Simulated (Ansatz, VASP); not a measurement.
Two plane-wave programs on ScTa3F

```
CELL_PARAMETERS angstrom
3.35812 0.00000 0.00000
0.00000 3.35812 0.00000
0.00000 0.00000 7.49356
ATOMIC_POSITIONS crystal
Sc 0.00000 0.00000 0.50000
Ta 0.50000 0.50000 0.19683
Ta 0.50000 0.50000 0.80317
Ta 0.00000 0.00000 0.00000
F 0.50000 0.50000 0.50000
```

Alike in both runs: functional PBE; k mesh 4 × 4 × 4; occupations gaussian, width 0.1 eV; no spin polarisation.

Ansatz relaxed the structure, and its values are those at the end. VASP's run is a single point on that final structure, the one shown.

|  | VASP | Ansatz |
| --- | --- | --- |
| version | VASP 6.6.1 | Ansatz 0.2.0 |
| potentials or method | VASP PAW PBE potentials, release 64 (Sc_sv, Ta_pv, F), cutoff 520 eV | scalar-relativistic, plane waves, PAW |
| valence electrons in the cell | 51 | 57 |

|  | VASP | Ansatz | Ansatz less VASP |
| --- | --- | --- | --- |
| gap on the k mesh at the Fermi level (eV) | none | none | - |
| pressure (GPa) | 0.1 | 0.0 | -0.11 |
| rms of the force components (eV/Å) | 0.010 | 0.002 | -0.0082 |

A gap of «none» marks a metal or a gap that the smearing closes. The functional is the same, so the differences come from potentials, cutoffs and numerics. VASP's potentials hold 51 valence electrons a cell and Ansatz's 57, so a difference there can come from the potentials and not from the codes.

The k mesh is coarse, so the values compare programs but aren't converged. Neither program's run includes spin-orbit coupling.
